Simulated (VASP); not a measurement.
# Ti4N3O (Pm-3m) in VASP: a series of runs

The runs below take Ti4N3O through single point, with PBE.

Program: VASP 6.6.1. These are calculated values, not measurements. Logs are shortened: lines on timing, memory, paths and dates and some standing lists are left out, and cuts for length are marked.

## 1. The cell of the first run

It takes space group Pm-3m (No. 221, cubic). Conventional cell: a = 4.123 Å, b = 4.123 Å, c = 4.123 Å, α = 90.00°, β = 90.00°, γ = 90.00°. Ti (site symmetry m-3m) has 6 N at 2.06 Å within 2.7 Å. Ti (site symmetry 4/mmm) has 4 N at 2.06 Å and 2 O at 2.06 Å within 2.7 Å. Within 2.7 Å of N (site symmetry 4/mmm) lie 6 Ti at 2.06 Å. Within 2.7 Å of O (site symmetry m-3m) lie 6 Ti at 2.06 Å.

## 2. Single point, PBE (8.76 Å³/atom)

File INCAR:

```
ALGO = Normal ; EDIFF = 1E-6
ENCUT = 520 ; GGA = PE
ISIF = 2 ; ISMEAR = 0
LASPH = True ; LCHARG = True
LELF = True ; LREAL = False
LVHAR = True ; LWAVE = False
NBANDS = 44 ; NELM = 100
PREC = Accurate ; SIGMA = 0.1
```

File KPOINTS:

```
k-points
0
Gamma
  10 10 10
```

File POSCAR:

```
Ti4N3O
1.0
    4.1228321949      0.0000000000      0.0000000000
    0.0000000000      4.1228321949      0.0000000000
    0.0000000000      0.0000000000      4.1228321949
Ti N O
4 3 1
Direct
    0.0000000000      0.0000000000      0.0000000000
    0.5000000000      0.0000000000      0.5000000000
    0.0000000000      0.5000000000      0.5000000000
    0.5000000000      0.5000000000      0.0000000000
    0.0000000000      0.5000000000      0.0000000000
    0.5000000000      0.0000000000      0.0000000000
    0.0000000000      0.0000000000      0.5000000000
    0.5000000000      0.5000000000      0.5000000000
```

Potentials or basis: VASP PAW PBE potentials, release 64 (Ti_sv, N, O).

Command:

```console
> cat potpaw_PBE.64/Ti_sv/POTCAR potpaw_PBE.64/N/POTCAR potpaw_PBE.64/O/POTCAR > POTCAR
> mpirun -np 1 vasp_std > vasp.out
```

OUTCAR:

```text
EDIFF = 1E-6
   ENCUT = 520
   GGA = PE
   ISIF = 2
   ISMEAR = 0
   LASPH = True
   LREAL = False
   NELM = 100
   PREC = Accurate

 ion  position               nearest neighbor table
   1  0.000  0.000  0.000-   5 2.06   6 2.06   7 2.06   7 2.06   5 2.06   6 2.06   2 2.92   3 2.92
                             2 2.92   3 2.92   4 2.92   3 2.92   3 2.92   2 2.92   4 2.92   4 2.92
   2  0.500  0.000  0.500-   6 2.06   7 2.06   8 2.06   6 2.06   8 2.06   7 2.06   1 2.92   4 2.92
                             1 2.92   3 2.92   4 2.92   3 2.92   4 2.92   1 2.92   3 2.92   4 2.92
   3  0.000  0.500  0.500-   5 2.06   7 2.06   8 2.06   5 2.06   7 2.06   8 2.06   1 2.92   4 2.92
                             1 2.92   1 2.92   2 2.92   2 2.92   1 2.92   2 2.92   4 2.92   4 2.92
   4  0.500  0.500  0.000-   5 2.06   6 2.06   8 2.06   8 2.06   6 2.06   5 2.06   2 2.92   3 2.92
                             1 2.92   1 2.92   2 2.92   2 2.92   2 2.92   1 2.92   3 2.92   3 2.92
   5  0.000  0.500  0.000-   1 2.06   3 2.06   4 2.06   3 2.06   1 2.06   4 2.06
   6  0.500  0.000  0.000-   1 2.06   2 2.06   4 2.06   2 2.06   4 2.06   1 2.06
   7  0.000  0.000  0.500-   1 2.06   2 2.06   3 2.06   1 2.06   3 2.06   2 2.06
   8  0.500  0.500  0.500-   2 2.06   3 2.06   4 2.06   4 2.06   2 2.06   3 2.06

  LATTYP: Found a simple cubic cell.
 ALAT       =     4.1228321949

  Lattice vectors:

 A1 = (   4.1228321949,   0.0000000000,   0.0000000000)
 A2 = (   0.0000000000,   4.1228321949,   0.0000000000)
 A3 = (   0.0000000000,   0.0000000000,   4.1228321949)

Analysis of symmetry for initial positions (statically):
=====================================================================
 Subroutine PRICEL returns:
 Original cell was already a primitive cell.

 Routine SETGRP: Setting up the symmetry group for a
 simple cubic supercell.

 Subroutine GETGRP returns: Found 48 space group operations
 (whereof 48 operations were pure point group operations)
 out of a pool of 48 trial point group operations.

The static configuration has the point symmetry O_h .

Analysis of symmetry for dynamics (positions and initial velocities):
=====================================================================
 Subroutine PRICEL returns:
 Original cell was already a primitive cell.

 Routine SETGRP: Setting up the symmetry group for a
 simple cubic supercell.

 Subroutine GETGRP returns: Found 48 space group operations
 (whereof 48 operations were pure point group operations)
 out of a pool of 48 trial point group operations.

The dynamic configuration has the point symmetry O_h .

[... 113 lines left out ...]
   NSW    =      0    number of steps for IOM
   IBRION =     -1    ionic relax: 0-MD 1-quasi-New 2-CG
   NFREE  =      0    steps in history (QN), initial steepest desc. (CG)
   ISIF   =      2    stress and relaxation
   ISYM   =      2    0-nonsym 1-usesym 2-fastsym
   POTIM  = 0.5000    time-step for ionic-motion
   TEBEG  =    0.0;   TEEND  =   0.0 temperature during run
   PSTRESS=    0.0 pullay stress
   NELECT =      69.0000    total number of electrons
   NUPDOWN=      -1.0000    fix difference up-down
   EMIN   =  10.00;   EMAX   =-10.00  energy-range for DOS
   EFERMI =   0.00;   METHOD = LEGACY
   ISMEAR =     0;   SIGMA  =   0.10  broadening in eV -4-tet -1-fermi 0-gaus
   EFERMI_NEDOS =   21; number of points for ismear=-14 and -15
   IALGO  =     38    algorithm
   IMIX   =      4    mixing-type and parameters
     AMIX     =   0.40;   BMIX     =  1.00
     AMIX_MAG =   1.60;   BMIX_MAG =  1.00
  volume/ion in A,a.u.               =       8.76        59.11
  Fermi-wavevector in a.u.,A,eV,Ry     =   1.628654  3.077710 36.089648  2.652514
  Thomas-Fermi vector in A             =   2.721249
   LORBIT       =      0    0 simple, 1 ext, 2 COOP (PROOUT), +10 PAW based schemes
   GGA     = PE    functional components
   LHFCALC =     F    Hartree Fock is set to
   AEXX    =    0.0000 exact exchange contribution
   IVDW    =     0    specifies the selected vdW correction
   LEPSILON=     F    determine dielectric tensor
   LRPA    =     F    only Hartree local field effects (RPA)
 non-spin polarized calculation
 Gauss-broadening in eV      SIGMA  =   0.10
  energy-cutoff  :      520.00
  volume of cell :       70.08
 maximum number of plane-waves:      1924
 NGX is ok and might be reduce to    32
   NGX = 15   NGY = 15   NGZ = 15

 number of electron      69.0000020 magnetization

 Free energy of the ion-electron system (eV)
  ---------------------------------------------------
  ext. energy  EPLUGINS =         0.00000000
  ---------------------------------------------------
  free energy    TOTEN  =       -75.78491610 eV

  energy without entropy =      -75.76100939  energy(sigma->0) =      -75.77296274

 E-fermi :  12.8531     XC(G=0): -13.4794

 val. band max:       12.8515354667   @ k =   0.4000   0.3000   0.0000
 cond. band min:      12.8576711863   @ k =   0.2000   0.1000   0.1000
 fundamental gap:      0.0061357196
 Fermi energy:        12.8531153708

 k-point     1 :       0.0000    0.0000    0.0000
  band No.  band energies     occupation
      1     -45.0019      2.00000
      2     -44.8341      2.00000
      3     -44.8341      2.00000
      4     -44.7143      2.00000
      5     -21.6498      2.00000
      6     -21.6498      2.00000
[... 1117 lines left out ...]
     43      15.1803      0.00000
     44      15.3005      0.00000

 [... further k-points ...]
[... 5 lines left out ...]
  --------------------------------------------------------------------------------------
  -------------------------------------------------------------------------------------
  Total       13.5671102     13.5671102     13.5671102     -0.0000000     -0.0000000      0.0000000
  in kB      310.1779774    310.1779774    310.1779774     -0.0000000     -0.0000000      0.0000000
  external PRESSURE =     310.1779774 kB  Pullay stress =       0.0000000 kB

 VOLUME and BASIS-vectors are now :
 -----------------------------------------------------------------------------
  energy-cutoff  :      520.00
  volume of cell :       70.08
      direct lattice vectors                 reciprocal lattice vectors
     4.122832195  0.000000000  0.000000000     0.242551710  0.000000000  0.000000000
     0.000000000  4.122832195  0.000000000     0.000000000  0.242551710  0.000000000
     0.000000000  0.000000000  4.122832195     0.000000000  0.000000000  0.242551710

 POSITION                                       TOTAL-FORCE (eV/Angst)
 -----------------------------------------------------------------------------------
      0.00000      0.00000      0.00000         0.000000      0.000000      0.000000
      2.06142      0.00000      2.06142         0.000000      0.000000      0.000000
      0.00000      2.06142      2.06142         0.000000      0.000000      0.000000
      2.06142      2.06142      0.00000         0.000000      0.000000      0.000000
      0.00000      2.06142      0.00000         0.000000      0.000000      0.000000
      2.06142      0.00000      0.00000         0.000000      0.000000      0.000000
      0.00000      0.00000      2.06142         0.000000      0.000000      0.000000
      2.06142      2.06142      2.06142         0.000000      0.000000      0.000000
 -----------------------------------------------------------------------------------
    total drift:                                0.000000     -0.000000     -0.000000

  FREE ENERGIE OF THE ION-ELECTRON SYSTEM (eV)
  ---------------------------------------------------
  free  energy   TOTEN  =       -75.7849160999 eV

  energy  without entropy=      -75.7610093871  energy(sigma->0) =      -75.77296274
```

stdout:

```text
POSCAR found type information on POSCAR TiN O
 POSCAR found :  3 types and       8 ions
 scaLAPACK will be used
 LDA part: xc-table for (Slater+PW92), standard interpolation
 POSCAR, INCAR and KPOINTS ok, starting setup
 FFT: planning ... GRIDC
 FFT: planning ... GRID_SOFT
 FFT: planning ... GRID
 WAVECAR not read
 entering main loop
```

It took 2.4 min on 1 thread of AMD EPYC 7R13 (Zen 3), shared host; peak memory 0.24 GiB.

What came out:

```
Free energy            : -75.7849 eV
Pressure               : 31.0 GPa
Band gap on the k mesh : zero (an odd number of electrons rules out a gap without spin polarisation)
```

Caveat: the cell stands under pressure; an odd number of electrons without spin polarisation forces a metal; a magnetic or distorted state may lie lower.

## 3. Single point, PBE (9.05 Å³/atom)

This run uses another cell than the first one, of 9.05 Å³/atom.

File INCAR:

```
SYSTEM = Ti4N3O
ALGO = Normal
EDIFF = 1E-6
ENCUT = 520
GGA = PE
ISIF = 2
ISMEAR = 0
LASPH = .TRUE.
LCHARG = .FALSE.
LREAL = .FALSE.
LWAVE = .FALSE.
NBANDS = 44
NELM = 100
PREC = Accurate
SIGMA = 0.1
```

File KPOINTS:

```
k-points
0
G
  10 10 10
  0 0 0
```

Changes to POSCAR since step 2:

```diff
@@ -2,5 +2,5 @@
 1.0
-    4.1228321949      0.0000000000      0.0000000000
-    0.0000000000      4.1228321949      0.0000000000
-    0.0000000000      0.0000000000      4.1228321949
+    4.1676490995      0.0000000000      0.0000000000
+    0.0000000000      4.1676490995      0.0000000000
+    0.0000000000      0.0000000000      4.1676490995
 Ti N O
```

Potentials or basis: VASP PAW PBE potentials, release 64 (Ti_sv, N, O).

Command:

```console
> cat potpaw_PBE.64/Ti_sv/POTCAR potpaw_PBE.64/N/POTCAR potpaw_PBE.64/O/POTCAR > POTCAR
> mpirun -np 1 vasp_std > vasp.out
```

OUTCAR:

```text
SYSTEM = Ti4N3O
   EDIFF = 1E-6
   ENCUT = 520
   GGA = PE
   ISIF = 2
   ISMEAR = 0
   LASPH = .TRUE.
   LREAL = .FALSE.
   NELM = 100
   PREC = Accurate

 ion  position               nearest neighbor table
   1  0.000  0.000  0.000-   5 2.08   6 2.08   7 2.08   7 2.08   5 2.08   6 2.08
   2  0.500  0.000  0.500-   6 2.08   7 2.08   8 2.08   6 2.08   8 2.08   7 2.08
   3  0.000  0.500  0.500-   5 2.08   7 2.08   8 2.08   5 2.08   7 2.08   8 2.08
   4  0.500  0.500  0.000-   5 2.08   6 2.08   8 2.08   8 2.08   6 2.08   5 2.08
   5  0.000  0.500  0.000-   1 2.08   3 2.08   4 2.08   3 2.08   1 2.08   4 2.08
   6  0.500  0.000  0.000-   1 2.08   2 2.08   4 2.08   2 2.08   4 2.08   1 2.08
   7  0.000  0.000  0.500-   1 2.08   2 2.08   3 2.08   1 2.08   3 2.08   2 2.08
[... 1343 lines left out ...]
  external PRESSURE =     191.5581588 kB  Pullay stress =       0.0000000 kB

 VOLUME and BASIS-vectors are now :
 -----------------------------------------------------------------------------
  energy-cutoff  :      520.00
  volume of cell :       72.39
      direct lattice vectors                 reciprocal lattice vectors
     4.167649100  0.000000000  0.000000000     0.239943425  0.000000000  0.000000000
     0.000000000  4.167649100  0.000000000     0.000000000  0.239943425  0.000000000
     0.000000000  0.000000000  4.167649100     0.000000000  0.000000000  0.239943425

 POSITION                                       TOTAL-FORCE (eV/Angst)
 -----------------------------------------------------------------------------------
      0.00000      0.00000      0.00000         0.000000      0.000000      0.000000
      2.08382      0.00000      2.08382         0.000000      0.000000      0.000000
      0.00000      2.08382      2.08382         0.000000      0.000000      0.000000
      2.08382      2.08382      0.00000         0.000000      0.000000      0.000000
      0.00000      2.08382      0.00000         0.000000      0.000000      0.000000
      2.08382      0.00000      0.00000         0.000000      0.000000      0.000000
      0.00000      0.00000      2.08382         0.000000      0.000000      0.000000
      2.08382      2.08382      2.08382         0.000000      0.000000      0.000000
 -----------------------------------------------------------------------------------
    total drift:                                0.000000     -0.000000     -0.000000

  FREE ENERGIE OF THE ION-ELECTRON SYSTEM (eV)
  ---------------------------------------------------
  free  energy   TOTEN  =       -76.1474892123 eV

  energy  without entropy=      -76.1224734514  energy(sigma->0) =      -76.13498133
```

OSZICAR:

```text
N       E                     dE             d eps       ncg     rms          rms(c)
DAV:   1     0.101987740391E+04    0.10199E+04   -0.33253E+04  4928   0.199E+03
DAV:   2     0.861401132330E+02   -0.93374E+03   -0.90321E+03  4932   0.610E+02
DAV:   3    -0.820245840561E+02   -0.16816E+03   -0.16412E+03  6992   0.223E+02
DAV:   4    -0.942496727075E+02   -0.12225E+02   -0.12147E+02  7184   0.620E+01
DAV:   5    -0.948226635906E+02   -0.57299E+00   -0.57229E+00  7772   0.119E+01    0.375E+01
DAV:   6    -0.764059764847E+02    0.18417E+02   -0.12739E+02  6844   0.777E+01    0.129E+01
DAV:   7    -0.762127985707E+02    0.19318E+00   -0.15078E+01  7008   0.245E+01    0.935E+00
DAV:   8    -0.762144028334E+02   -0.16043E-02   -0.24947E+00  6804   0.129E+01    0.599E+00
DAV:   9    -0.761441636780E+02    0.70239E-01   -0.71111E-01  6896   0.584E+00    0.107E+00
DAV:  10    -0.761437941340E+02    0.36954E-03   -0.95177E-02  6892   0.223E+00    0.830E-01
DAV:  11    -0.761478011042E+02   -0.40070E-02   -0.11850E-02  6392   0.820E-01    0.218E-01
DAV:  12    -0.761475148484E+02    0.28626E-03   -0.15956E-03  6860   0.361E-01    0.585E-02
DAV:  13    -0.761474943641E+02    0.20484E-04   -0.43766E-04  6344   0.134E-01    0.226E-02
DAV:  14    -0.761474901060E+02    0.42581E-05   -0.64829E-05  8196   0.564E-02    0.196E-02
DAV:  15    -0.761474890622E+02    0.10438E-05   -0.16184E-05  6536   0.386E-02    0.449E-03
DAV:  16    -0.761474892123E+02   -0.15006E-06   -0.13415E-06  3616   0.800E-03
   1 F= -.76147489E+02 E0= -.76134981E+02  d E =-.250158E-01
```

Run time: 2.3 min. Hardware: 1 thread of AMD EPYC 7R13 (Zen 3), shared host; peak memory 0.24 GiB.

What came out:

```
Free energy            : -76.1475 eV
Pressure               : 19.2 GPa
Band gap on the k mesh : zero (an odd number of electrons rules out a gap without spin polarisation)
```

Caveat: the cell stands under pressure; an odd number of electrons without spin polarisation forces a metal; a magnetic or distorted state may lie lower.

## 4. Single point, PBE (9.34 Å³/atom)

This run uses another cell than the first one, of 9.34 Å³/atom.

File INCAR:

```
SYSTEM = Ti4N3O
PREC     = Accurate       ! precision mode
ENCUT    = 520            ! plane-wave cutoff, eV
EDIFF    = 1E-6           ! SCF threshold, eV
ISMEAR   = 0              ! smearing method
SIGMA    = 0.1            ! smearing width, eV
LREAL    = .False.        ! projectors in reciprocal space
LASPH    = .True.         ! aspherical terms in the spheres
NELM     = 80             ! most SCF steps
ALGO     = Normal         ! electronic algorithm
ISIF     = 2              ! what is computed and relaxed
LWAVE    = .False.        ! write WAVECAR
LCHARG   = .False.        ! write CHGCAR
GGA      = PE             ! functional
NBANDS   = 44             ! bands
```

File KPOINTS:

```
regular mesh
0
Gamma
  10 10 10
  0 0 0
```

Changes to POSCAR since step 3:

```diff
@@ -2,5 +2,5 @@
 1.0
-    4.1676490995      0.0000000000      0.0000000000
-    0.0000000000      4.1676490995      0.0000000000
-    0.0000000000      0.0000000000      4.1676490995
+    4.2115223142      0.0000000000      0.0000000000
+    0.0000000000      4.2115223142      0.0000000000
+    0.0000000000      0.0000000000      4.2115223142
 Ti N O
```

Command:

```console
> cat potpaw_PBE.64/Ti_sv/POTCAR potpaw_PBE.64/N/POTCAR potpaw_PBE.64/O/POTCAR > POTCAR
> mpirun -np 1 vasp_std > vasp.out
```

It took 2.3 min on 1 thread of AMD EPYC 7R13 (Zen 3), shared host; peak memory 0.24 GiB.

It converged, with:

```yaml
Free_energy: -76.3525 eV
Pressure: 9.1 GPa
Band_gap_on_the_k_mesh: zero (an odd number of electrons rules out a gap without spin polarisation)
```

Levels at points of the mesh, in eV from the Fermi level:
```
           k point  band 31  band 32  band 33  band 34  band 35  band 36  band 37  band 38
(0.00, 0.00, 0.00)    -3.30    -3.30    -2.46    -2.46    -2.46    -0.75    -0.75    -0.75
(0.50, 0.00, 0.00)    -3.39    -3.39    -2.26    -2.11     0.38     0.38     0.83     0.83
(0.50, 0.50, 0.00)    -5.24    -5.21     0.36     0.76     0.85     0.85     0.88     1.48
(0.50, 0.50, 0.50)    -5.63    -5.63     1.44     1.44     1.44     1.57     1.57     1.57
```

Caveat: the cell stands under pressure; an odd number of electrons without spin polarisation forces a metal; a magnetic or distorted state may lie lower.

## 5. Single point, PBE

This run uses another cell than the first one, of 9.63 Å³/atom.

File INCAR:

```
ALGO     = Normal         # electronic algorithm
EDIFF    = 1E-6           # SCF threshold, eV
ENCUT    = 520            # plane-wave cutoff, eV
GGA      = PE             # functional
ISIF     = 2              # what is computed and relaxed
ISMEAR   = 0              # smearing method
LASPH    = T              # aspherical terms in the spheres
LCHARG   = F              # write CHGCAR
LREAL    = F              # projectors in reciprocal space
LWAVE    = F              # write WAVECAR
NBANDS   = 44             # bands
NELM     = 80             # most SCF steps
PREC     = Accurate       # precision mode
SIGMA    = 0.1            # smearing width, eV
```

File KPOINTS:

```
k-points
0
Gamma
  10 10 10
```

Changes to POSCAR since step 4:

```diff
@@ -2,5 +2,5 @@
 1.0
-    4.2115223142      0.0000000000      0.0000000000
-    0.0000000000      4.2115223142      0.0000000000
-    0.0000000000      0.0000000000      4.2115223142
+    4.2545000000      0.0000000000      0.0000000000
+    0.0000000000      4.2545000000      0.0000000000
+    0.0000000000      0.0000000000      4.2545000000
 Ti N O
```

Command:

```console
> cat potpaw_PBE.64/Ti_sv/POTCAR potpaw_PBE.64/N/POTCAR potpaw_PBE.64/O/POTCAR > POTCAR
> mpirun -np 1 vasp_std > vasp.out
```

Wall time 2.4 min (1 thread of AMD EPYC 7R13 (Zen 3), shared host); peak memory 0.25 GiB.

Results (log left out):

| Quantity | Value |
| --- | --- |
| Free energy | -76.4230 eV |
| Pressure | 0.5 GPa |
| Band gap on the k mesh | zero (an odd number of electrons rules out a gap without spin polarisation) |

Levels at points of the mesh, in eV from the Fermi level:
| k point | band 31 | band 32 | band 33 | band 34 | band 35 | band 36 | band 37 | band 38 |
| --- | --- | --- | --- | --- | --- | --- | --- | --- |
| (0.00, 0.00, 0.00) | -3.16 | -3.16 | -2.41 | -2.41 | -2.41 | -0.72 | -0.72 | -0.72 |
| (0.50, 0.00, 0.00) | -3.31 | -3.31 | -2.16 | -2.02 | 0.36 | 0.36 | 0.80 | 0.80 |
| (0.50, 0.50, 0.00) | -5.12 | -5.09 | 0.34 | 0.73 | 0.82 | 0.82 | 0.85 | 1.41 |
| (0.50, 0.50, 0.50) | -5.47 | -5.47 | 1.37 | 1.37 | 1.37 | 1.49 | 1.49 | 1.49 |

Caveat: an odd number of electrons without spin polarisation forces a metal; a magnetic or distorted state may lie lower.

(Part 1 of 2 ends here.)
